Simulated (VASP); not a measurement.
# ScCu (Pm-3m) in VASP: further runs

ScCu is run at these levels: LDA; tasks: electric field gradients.

Program: VASP 6.6.1. These are calculated values, not measurements. Logs are shortened: lines on timing, memory, paths and dates and some standing lists are left out, and cuts for length are marked.

### Step 1. The cell of the first run

It takes space group Pm-3m (No. 221, cubic). The conventional cell has a = 3.256 Å, b = 3.256 Å, c = 3.256 Å, α = 90.00°, β = 90.00°, γ = 90.00°. Sc (site symmetry m-3m) has 8 Cu at 2.82 Å and 6 Sc at 3.26 Å within 3.7 Å. Cu (site symmetry m-3m) has 8 Sc at 2.82 Å and 6 Cu at 3.26 Å within 3.7 Å.

### Step 2. Electric field gradients, LDA

File INCAR:

```
SYSTEM = ScCu
PREC = Accurate ; ENCUT = 520
EDIFF = 1E-8 ; ISMEAR = -1
SIGMA = 0.05 ; LREAL = .FALSE.
LASPH = .TRUE. ; NELM = 80
ALGO = Normal ; ISIF = 2
LWAVE = .FALSE. ; LCHARG = .FALSE.
LEFG = .TRUE. ; NBANDS = 18
```

File KPOINTS:

```
Automatic mesh
0
G
  11 11 11
  0 0 0
```

File POSCAR:

```
ScCu
1.0
    3.2560000000      0.0000000000      0.0000000000
    0.0000000000      3.2560000000      0.0000000000
    0.0000000000      0.0000000000      3.2560000000
Sc Cu
1 1
Direct
    0.5000000000      0.5000000000      0.5000000000
    0.0000000000      0.0000000000      0.0000000000
```

Potentials or basis: VASP PAW LDA potentials, release 64 (Sc_sv, Cu).

Launch:

```bash
> cat potpaw_LDA.64/Sc_sv/POTCAR potpaw_LDA.64/Cu/POTCAR > POTCAR
> mpirun -np 1 vasp_std > vasp.out
```

OUTCAR:

```text
SYSTEM = ScCu
   PREC = Accurate
   ENCUT = 520
   EDIFF = 1E-8
   ISMEAR = -1
   LREAL = .FALSE.
   LASPH = .TRUE.
   NELM = 80
   ISIF = 2

 ion  position               nearest neighbor table
   1  0.500  0.500  0.500-   2 2.82   2 2.82   2 2.82   2 2.82   2 2.82   2 2.82   2 2.82   2 2.82

   2  0.000  0.000  0.000-   1 2.82   1 2.82   1 2.82   1 2.82   1 2.82   1 2.82   1 2.82   1 2.82

  LATTYP: Found a simple cubic cell.
 ALAT       =     3.2560000000

  Lattice vectors:

 A1 = (   3.2560000000,   0.0000000000,   0.0000000000)
 A2 = (   0.0000000000,   3.2560000000,   0.0000000000)
 A3 = (   0.0000000000,   0.0000000000,   3.2560000000)

Analysis of symmetry for initial positions (statically):
=====================================================================
 Subroutine PRICEL returns:
 Original cell was already a primitive cell.

 Routine SETGRP: Setting up the symmetry group for a
 simple cubic supercell.

 Subroutine GETGRP returns: Found 48 space group operations
 (whereof 48 operations were pure point group operations)
 out of a pool of 48 trial point group operations.

The static configuration has the point symmetry O_h .

Analysis of symmetry for dynamics (positions and initial velocities):
=====================================================================
 Subroutine PRICEL returns:
 Original cell was already a primitive cell.

 Routine SETGRP: Setting up the symmetry group for a
 simple cubic supercell.

 Subroutine GETGRP returns: Found 48 space group operations
 (whereof 48 operations were pure point group operations)
 out of a pool of 48 trial point group operations.

The dynamic configuration has the point symmetry O_h .

 Subroutine INISYM returns: Found 48 space group operations
 (whereof 48 operations are pure point group operations),
 and found     1 'primitive' translations

----------------------------------------------------------------------------------------

                                     Primitive cell

  volume of cell :      34.5186

  direct lattice vectors                    reciprocal lattice vectors
     3.256000000  0.000000000  0.000000000     0.307125307  0.000000000  0.000000000
     0.000000000  3.256000000  0.000000000     0.000000000  0.307125307  0.000000000
     0.000000000  0.000000000  3.256000000     0.000000000  0.000000000  0.307125307

  length of vectors
     3.256000000  3.256000000  3.256000000     0.307125307  0.307125307  0.307125307

  position of ions in fractional coordinates (direct lattice)
     0.500000000  0.500000000  0.500000000
     0.000000000  0.000000000  0.000000000

  ion indices of the primitive-cell ions
   primitive index   ion index
                 1           1
                 2           2

----------------------------------------------------------------------------------------

 KPOINTS: Automatic mesh

Automatic generation of k-mesh.
 Grid dimensions read from file:
 generate k-points for:   11   11   11

 Generating k-lattice:

  Cartesian coordinates                     Fractional coordinates (reciprocal lattice)
     0.027920482  0.000000000  0.000000000     0.090909091  0.000000000  0.000000000
     0.000000000  0.027920482  0.000000000     0.000000000  0.090909091  0.000000000
     0.000000000  0.000000000  0.027920482     0.000000000  0.000000000  0.090909091

  Length of vectors
     0.027920482  0.027920482  0.027920482

  Shift w.r.t. Gamma in fractional coordinates (k-lattice)
     0.000000000  0.000000000  0.000000000

 Subroutine IBZKPT returns following result:
 ===========================================

 Found     56 irreducible k-points:

 Following reciprocal coordinates:
            Coordinates               Weight
  0.000000  0.000000  0.000000      1.000000
  0.090909  0.000000  0.000000      6.000000
  0.181818  0.000000  0.000000      6.000000
  0.272727  0.000000  0.000000      6.000000
  0.363636  0.000000  0.000000      6.000000
  0.454545  0.000000  0.000000      6.000000
[... 16 lines left out ...]
  0.181818  0.090909  0.090909     24.000000
  0.272727  0.090909  0.090909     24.000000
 [... further k-points ...]
   k-points           NKPTS =     56   k-points in BZ     NKDIM =     56   number of bands    NBANDS=     18
   number of dos      NEDOS =    301   number of ions     NIONS =      2
   total plane-waves  NPLWV =  13824
   dimension x,y,z NGX =    24 NGY =   24 NGZ =   24
   dimension x,y,z NGXF=    48 NGYF=   48 NGZF=   48
   ions per type =               1   1
   NGX,Y,Z   is equivalent  to a cutoff of  12.25, 12.25, 12.25 a.u.
   NGXF,Y,Z  is equivalent  to a cutoff of  24.51, 24.51, 24.51 a.u.
 SYSTEM =  ScCu
   PREC   = accura    normal or accurate (medium, high low for compatibility)
   ISTART =      0    job   : 0-new  1-cont  2-samecut
   ICHARG =      2    charge: 1-file 2-atom 10-const
   ISPIN  =      1    spin polarized calculation?
   LNONCOLLINEAR =      F non collinear calculations
   LSORBIT =      F    spin-orbit coupling
   LASPH  =      T    aspherical Exc in radial PAW
   ENCUT  =  520.0 eV  38.22 Ry    6.18 a.u.   6.05  6.05  6.05*2*pi/ulx,y,z
   NELM   =     80;   NELMIN=  2; NELMDL= -5     # of ELM steps
   EDIFF  = 0.1E-07   stopping-criterion for ELM
   LREAL  =      F    real-space projection
   EDIFFG = 0.1E-06   stopping-criterion for IOM
   NSW    =      0    number of steps for IOM
   IBRION =     -1    ionic relax: 0-MD 1-quasi-New 2-CG
   NFREE  =      0    steps in history (QN), initial steepest desc. (CG)
   ISIF   =      2    stress and relaxation
   ISYM   =      2    0-nonsym 1-usesym 2-fastsym
   POTIM  = 0.5000    time-step for ionic-motion
   TEBEG  =    0.0;   TEEND  =   0.0 temperature during run
   PSTRESS=    0.0 pullay stress
   NELECT =      22.0000    total number of electrons
   NUPDOWN=      -1.0000    fix difference up-down
   EMIN   =  10.00;   EMAX   =-10.00  energy-range for DOS
   EFERMI =   0.00;   METHOD = LEGACY
   ISMEAR =    -1;   SIGMA  =   0.05  broadening in eV -4-tet -1-fermi 0-gaus
   EFERMI_NEDOS =   21; number of points for ismear=-14 and -15
   IALGO  =     38    algorithm
   IMIX   =      4    mixing-type and parameters
     AMIX     =   0.40;   BMIX     =  1.00
     AMIX_MAG =   1.60;   BMIX_MAG =  1.00
  volume/ion in A,a.u.               =      17.26       116.47
  Fermi-wavevector in a.u.,A,eV,Ry     =   1.408850  2.662340 27.005625  1.984857
  Thomas-Fermi vector in A             =   2.530966
   LORBIT       =      0    0 simple, 1 ext, 2 COOP (PROOUT), +10 PAW based schemes
   GGA     = CA    functional components
   LHFCALC =     F    Hartree Fock is set to
   AEXX    =    0.0000 exact exchange contribution
   IVDW    =     0    specifies the selected vdW correction
   LEPSILON=     F    determine dielectric tensor
   LRPA    =     F    only Hartree local field effects (RPA)
 non-spin polarized calculation
  energy-cutoff  :      520.00
  volume of cell :       34.52
 maximum number of plane-waves:       945
   NGX = 13   NGY = 13   NGZ = 13

 number of electron      21.9999972 magnetization

 Free energy of the ion-electron system (eV)
  ---------------------------------------------------
  ext. energy  EPLUGINS =         0.00000000
  ---------------------------------------------------
  free energy    TOTEN  =       -11.90574414 eV

  energy without entropy =      -11.89086090  energy(sigma->0) =      -11.89830252

 E-fermi :   5.2668     XC(G=0): -11.4297

 val. band max:        5.2557088039   @ k =   0.4545   0.4545   0.0000
 cond. band min:       5.2746208148   @ k =   0.2727   0.1818   0.0000
 fundamental gap:      0.0189120108
 Fermi energy:         5.2668426105

 k-point     1 :       0.0000    0.0000    0.0000
  band No.  band energies     occupation
      1     -43.8281      2.00000
      2     -22.6847      2.00000
      3     -22.6847      2.00000
      4     -22.6847      2.00000
      5      -1.7707      2.00000
      6       1.4074      2.00000
[... 10 lines left out ...]
     17      12.0465      0.00000
     18      12.0465      0.00000

 k-point     2 :       0.0909    0.0000    0.0000
  band No.  band energies     occupation
      1     -43.8263      2.00000
      2     -22.7042      2.00000
      3     -22.6832      2.00000
      4     -22.6832      2.00000
      5      -1.6356      2.00000
      6       1.4366      2.00000
[... 10 lines left out ...]
     17      12.3958      0.00000
     18      12.3958      0.00000

 k-point     3 :       0.1818    0.0000    0.0000
  band No.  band energies     occupation
      1     -43.8214      2.00000
      2     -22.7561      2.00000
      3     -22.6789      2.00000
      4     -22.6789      2.00000
      5      -1.2401      2.00000
      6       1.5171      2.00000
[... 10 lines left out ...]
     17      13.2623      0.00000
     18      13.2623      0.00000

 k-point     4 :       0.2727    0.0000    0.0000
  band No.  band energies     occupation
      1     -43.8150      2.00000
      2     -22.8233      2.00000
      3     -22.6734      2.00000
      4     -22.6734      2.00000
      5      -0.6156      2.00000
      6       1.6274      2.00000
[... 10 lines left out ...]
     17      14.4107      0.00000
     18      14.4107      0.00000

 k-point     5 :       0.3636    0.0000    0.0000
  band No.  band energies     occupation
      1     -43.8091      2.00000
      2     -22.8843      2.00000
      3     -22.6682      2.00000
      4     -22.6682      2.00000
      5       0.1661      2.00000
      6       1.7342      2.00000
[... 10 lines left out ...]
     17      15.7250      0.00000
     18      15.7250      0.00000

 k-point     6 :       0.4545    0.0000    0.0000
  band No.  band energies     occupation
      1     -43.8056      2.00000
      2     -22.9203      2.00000
      3     -22.6652      2.00000
      4     -22.6652      2.00000
      5       0.8695      2.00000
      6       1.8006      2.00000
[... 307 lines left out ...]
 k-point    21 :       0.4545    0.4545    0.0000
  band No.  band energies     occupation
      1     -43.7843      2.00000
      2     -22.8854      2.00000
      3     -22.8847      2.00000
      4     -22.6439      2.00000
      5       1.0801      2.00000
      6       1.3343      2.00000
[... 10 lines left out ...]
     17      11.8390      0.00000
     18      12.5188      0.00000

 k-point    22 :       0.0909    0.0909    0.0909
  band No.  band energies     occupation
      1     -43.8227      2.00000
      2     -22.7034      2.00000
      3     -22.6996      2.00000
      4     -22.6996      2.00000
      5      -1.3717      2.00000
      6       1.5038      2.00000
[... 10 lines left out ...]
     17      12.0009      0.00000
     18      12.1551      0.00000

 k-point    23 :       0.1818    0.0909    0.0909
  band No.  band energies     occupation
      1     -43.8178      2.00000
      2     -22.7523      2.00000
      3     -22.6972      2.00000
      4     -22.6952      2.00000
      5      -0.9893      2.00000
      6       1.5736      2.00000
[... 10 lines left out ...]
     17      12.7551      0.00000
     18      12.8019      0.00000

 k-point    24 :       0.2727    0.0909    0.0909
  band No.  band energies     occupation
      1     -43.8115      2.00000
      2     -22.8187      2.00000
      3     -22.6911      2.00000
      4     -22.6894      2.00000
      5      -0.3902      2.00000
      6       1.6691      2.00000
[... 10 lines left out ...]
     17      13.6092      0.00000
     18      13.7914      0.00000

 [... further k-points ...]
[... 5 lines left out ...]
  --------------------------------------------------------------------------------------
  -------------------------------------------------------------------------------------
  Total       -1.5380695     -1.5380695     -1.5380695      0.0000000      0.0000000     -0.0000000
  in kB      -71.3893367    -71.3893367    -71.3893367      0.0000000      0.0000000     -0.0000000
  external PRESSURE =     -71.3893367 kB  Pullay stress =       0.0000000 kB

 VOLUME and BASIS-vectors are now :
 -----------------------------------------------------------------------------
  energy-cutoff  :      520.00
  volume of cell :       34.52
      direct lattice vectors                 reciprocal lattice vectors
     3.256000000  0.000000000  0.000000000     0.307125307  0.000000000  0.000000000
     0.000000000  3.256000000  0.000000000     0.000000000  0.307125307  0.000000000
     0.000000000  0.000000000  3.256000000     0.000000000  0.000000000  0.307125307

 POSITION                                       TOTAL-FORCE (eV/Angst)
 -----------------------------------------------------------------------------------
      1.62800      1.62800      1.62800         0.000000      0.000000      0.000000
      0.00000      0.00000      0.00000         0.000000      0.000000      0.000000
 -----------------------------------------------------------------------------------
    total drift:                                0.000000      0.000000     -0.000000

  FREE ENERGIE OF THE ION-ELECTRON SYSTEM (eV)
  ---------------------------------------------------
  free  energy   TOTEN  =       -11.9057441391 eV

  energy  without entropy=      -11.8908609028  energy(sigma->0) =      -11.89830252

 Electric field gradients (V/A^2)
---------------------------------------------------------------------
 ion       V_xx      V_yy      V_zz      V_xy      V_xz      V_yz
---------------------------------------------------------------------
   1       0.000     0.000     0.000     0.000    -0.000    -0.000
   2      -0.000    -0.000     0.000    -0.000    -0.000     0.000
---------------------------------------------------------------------

 Electric field gradients after diagonalization (V/A^2)
 (convention: |V_zz| > |V_xx| > |V_yy|)
----------------------------------------------------------------------
 ion       V_xx      V_yy      V_zz     asymmetry (V_yy - V_xx)/ V_zz
----------------------------------------------------------------------
   1       0.000     0.000     0.000      -0.343
   2      -0.000     0.000    -0.000      -1.035
----------------------------------------------------------------------

           NMR quadrupolar parameters

 Cq : quadrupolar parameter    Cq=e*Q*V_zz/h
 eta: asymmetry parameters     (V_yy - V_xx)/ V_zz
 Q  : nuclear electric quadrupole moment in mb (millibarn)
----------------------------------------------------------------------
 ion       Cq(MHz)       eta       Q (mb)
----------------------------------------------------------------------
   1       0.000      -0.343       1.000
   2      -0.000      -1.035       1.000
----------------------------------------------------------------------
```

It took 21 s on 1 thread of Intel Xeon Platinum 8375C at 2.90GHz (Ice Lake), shared host; peak memory 0.15 GiB.

Results:

| Quantity | Value |
| --- | --- |
| Free energy | -11.9057 eV |
| Pressure | -7.1 GPa |
| Band gap on the k mesh | zero (band 11 reaches 5.77 eV, above the bottom of band 12 at 3.95 eV) |

Caveat: without QUAD_EFG the Cq values of the log hold for a quadrupole moment of 1 mb, not for the nuclei.

(Part 1 of 2 ends here.)
